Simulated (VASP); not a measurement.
# Re (Pm-3m) in VASP: notebook, part 2 of 2

VASP 6.6.1. The steps go on from the part before.

## 3. Single point, PBE

This run uses another cell than the first one, of 15.63 Å³/atom, 0.958 times its volume.

File INCAR:

```
SYSTEM = Re
PREC = Accurate
ENCUT = 520
EDIFF = 1E-7
ISMEAR = -1
SIGMA = 0.1
LREAL = .FALSE.
LASPH = .TRUE.
NELM = 80
ALGO = Normal
ISIF = 2
LWAVE = .FALSE.
LCHARG = .FALSE.
GGA = PE
NBANDS = 10
```

File KPOINTS:

```
Automatic mesh
0
G
  8 8 8
  0 0 0
```

File POSCAR:

```
Re
1.0
    2.5000303631      0.0000000000      0.0000000000
    0.0000000000      2.5000303631      0.0000000000
    0.0000000000      0.0000000000      2.5000303631
Re
1
Direct
    0.0000000000      0.0000000000      0.0000000000
```

Potentials or basis: VASP PAW PBE potentials, release 64 (Re).

Run with:

```sh
$ cat potpaw_PBE.64/Re/POTCAR > POTCAR
$ mpirun -np 1 vasp_std > vasp.out
```

OUTCAR:

```text
SYSTEM = Re
   PREC = Accurate
   ENCUT = 520
   EDIFF = 1E-7
   ISMEAR = -1
   LREAL = .FALSE.
   LASPH = .TRUE.
   NELM = 80
   ISIF = 2
   GGA = PE

 ion  position               nearest neighbor table
   1  0.000  0.000  0.000-

  LATTYP: Found a simple cubic cell.
 ALAT       =     2.5000303631

  Lattice vectors:

 A1 = (   2.5000303631,   0.0000000000,   0.0000000000)
 A2 = (   0.0000000000,   2.5000303631,   0.0000000000)
 A3 = (   0.0000000000,   0.0000000000,   2.5000303631)

Analysis of symmetry for initial positions (statically):
=====================================================================
 Subroutine PRICEL returns:
 Original cell was already a primitive cell.

 Routine SETGRP: Setting up the symmetry group for a
 simple cubic supercell.

 Subroutine GETGRP returns: Found 48 space group operations
 (whereof 48 operations were pure point group operations)
 out of a pool of 48 trial point group operations.

The static configuration has the point symmetry O_h .

Analysis of symmetry for dynamics (positions and initial velocities):
=====================================================================
 Subroutine PRICEL returns:
 Original cell was already a primitive cell.

 Routine SETGRP: Setting up the symmetry group for a
 simple cubic supercell.

 Subroutine GETGRP returns: Found 48 space group operations
 (whereof 48 operations were pure point group operations)
 out of a pool of 48 trial point group operations.

The dynamic configuration has the point symmetry O_h .

 Subroutine INISYM returns: Found 48 space group operations
 (whereof 48 operations are pure point group operations),
 and found     1 'primitive' translations

----------------------------------------------------------------------------------------

                                     Primitive cell

[... 104 lines left out ...]
   EFERMI_NEDOS =   21; number of points for ismear=-14 and -15
   IALGO  =     38    algorithm
   IMIX   =      4    mixing-type and parameters
     AMIX     =   0.40;   BMIX     =  1.00
     AMIX_MAG =   1.60;   BMIX_MAG =  1.00
  volume/ion in A,a.u.               =      15.63       105.45
  Fermi-wavevector in a.u.,A,eV,Ry     =   1.252648  2.367161 21.349254  1.569126
  Thomas-Fermi vector in A             =   2.386538
   LORBIT       =      0    0 simple, 1 ext, 2 COOP (PROOUT), +10 PAW based schemes
   GGA     = PE    functional components
   LHFCALC =     F    Hartree Fock is set to
   AEXX    =    0.0000 exact exchange contribution
   IVDW    =     0    specifies the selected vdW correction
   LEPSILON=     F    determine dielectric tensor
   LRPA    =     F    only Hartree local field effects (RPA)
 non-spin polarized calculation
  energy-cutoff  :      520.00
  volume of cell :       15.63
 maximum number of plane-waves:       441
 NGX is ok and might be reduce to    20
   NGX =  9   NGY =  9   NGZ =  9

 number of electron       7.0000000 magnetization

 Free energy of the ion-electron system (eV)
  ---------------------------------------------------
  ext. energy  EPLUGINS =         0.00000000
  ---------------------------------------------------
  free energy    TOTEN  =       -11.00625580 eV

  energy without entropy =      -10.97874279  energy(sigma->0) =      -10.99249930

 E-fermi :   7.6278     XC(G=0): -13.2395

 val. band max:        7.5736906761   @ k =   0.5000   0.0000   0.0000
 cond. band min:       7.6330476604   @ k =   0.5000   0.3750   0.2500
 fundamental gap:      0.0593569843
 Fermi energy:         7.6277999927

 k-point     1 :       0.0000    0.0000    0.0000
  band No.  band energies     occupation
      1      -2.0856      2.00000
      2       1.7527      2.00000
      3       1.7527      2.00000
      4      11.7410      0.00000
      5      11.7410      0.00000
      6      11.7410      0.00000
      7      23.8477      0.00000
      8      23.8477      0.00000
      9      23.8477      0.00000
     10      30.2749      0.00000
[... 287 lines left out ...]
 k-point    24 :       0.5000    0.3750    0.1250
  band No.  band energies     occupation
      1       1.2568      2.00000
      2       4.3615      2.00000
      3       6.5641      1.99995
      4       7.1570      1.98211
      5      11.0002      0.00000
      6      14.1280      0.00000
      7      16.7527      0.00000
      8      22.7049      0.00000
      9      24.1736      0.00000
     10      29.1999      0.00000

 [... further k-points ...]
[... 5 lines left out ...]
  --------------------------------------------------------------------------------------
  -------------------------------------------------------------------------------------
  Total        2.8129722      2.8129722      2.8129722      0.0000000      0.0000000      0.0000000
  in kB      288.4298270    288.4298270    288.4298270      0.0000000      0.0000000      0.0000000
  external PRESSURE =     288.4298270 kB  Pullay stress =       0.0000000 kB

 VOLUME and BASIS-vectors are now :
 -----------------------------------------------------------------------------
  energy-cutoff  :      520.00
  volume of cell :       15.63
      direct lattice vectors                 reciprocal lattice vectors
     2.500030363  0.000000000  0.000000000     0.399995142  0.000000000  0.000000000
     0.000000000  2.500030363  0.000000000     0.000000000  0.399995142  0.000000000
     0.000000000  0.000000000  2.500030363     0.000000000  0.000000000  0.399995142

 POSITION                                       TOTAL-FORCE (eV/Angst)
 -----------------------------------------------------------------------------------
      0.00000      0.00000      0.00000         0.000000      0.000000      0.000000
 -----------------------------------------------------------------------------------
    total drift:                                0.000000      0.000000      0.000000

  FREE ENERGIE OF THE ION-ELECTRON SYSTEM (eV)
  ---------------------------------------------------
  free  energy   TOTEN  =       -11.0062558048 eV

  energy  without entropy=      -10.9787427869  energy(sigma->0) =      -10.99249930
```

It took 6.4 s on 1 thread of Intel Xeon Platinum 8488C (Sapphire Rapids), shared host; peak memory 0.12 GiB.

Results:

```yaml
Free_energy: -11.0063 eV
Pressure: 28.8 GPa
```

Caveat: spin-orbit coupling is left out, which moves the levels of the heavy elements.

## 4. Single point, PBE

This run uses another cell than the first one, of 15.07 Å³/atom, 0.924 times its volume.

File INCAR:

```
SYSTEM = Re
  PREC = Accurate
  ENCUT = 520
  EDIFF = 1E-6
  ISMEAR = -1
  SIGMA = 0.1
  LREAL = .FALSE.
  LASPH = .TRUE.
  NELM = 80
  ALGO = Normal
  ISIF = 2
  LWAVE = .FALSE.
  LCHARG = .TRUE.
  GGA = PE
  LELF = .TRUE.
  LVHAR = .TRUE.
  NBANDS = 10
```

KPOINTS is that of step 3.

File POSCAR:

```
Re
1.0
    2.4699282008      0.0000000000      0.0000000000
    0.0000000000      2.4699282008      0.0000000000
    0.0000000000      0.0000000000      2.4699282008
Re
1
Direct
    0.0000000000      0.0000000000      0.0000000000
```

Run with:

```sh
$ cat potpaw_PBE.64/Re/POTCAR > POTCAR
$ mpirun -np 1 vasp_std > vasp.out
```

Wall time 6.6 s (1 thread of Intel Xeon Platinum 8488C (Sapphire Rapids), shared host); peak memory 0.12 GiB.

The run converged. Its results:

* Free energy: -10.8805 eV
* Pressure: 43.8 GPa

Levels at points of the mesh, in eV from the Fermi level:
```csv
k point,band 1,band 2,band 3,band 4,band 5,band 6,band 7,band 8
"(0.00, 0.00, 0.00)",-9.99,-6.18,-6.18,4.32,4.32,4.32,16.53,16.53
"(0.50, 0.00, 0.00)",-6.29,-5.08,-1.07,-0.10,-0.10,4.79,10.00,15.45
"(0.50, 0.50, 0.00)",-7.49,-4.23,0.79,0.79,5.33,5.33,7.48,16.18
"(0.50, 0.50, 0.50)",-5.63,-5.63,-5.63,7.61,7.82,7.82,13.41,13.41
```

Caveat: spin-orbit coupling is left out, which moves the levels of the heavy elements.

## 5. The runs side by side

```tsv
cell	gap on the mesh (eV)	pressure (GPa)
a = 2.536 Å, 1 atom	none	13.9
a = 2.500 Å, 1 atom	none	28.8
a = 2.470 Å, 1 atom	none	43.8
```

Alike in all rows: task single point; level PBE; potentials or basis VASP PAW PBE potentials, release 64 (Re); no spin polarisation; k mesh 8 × 8 × 8; cutoff (eV) 520; smearing fermi-dirac 0.1 eV.

Caveats: spin-orbit coupling is left out, which moves the levels of the heavy elements.

Total energies depend on the potentials used, so only differences within one code and one set of settings carry meaning.
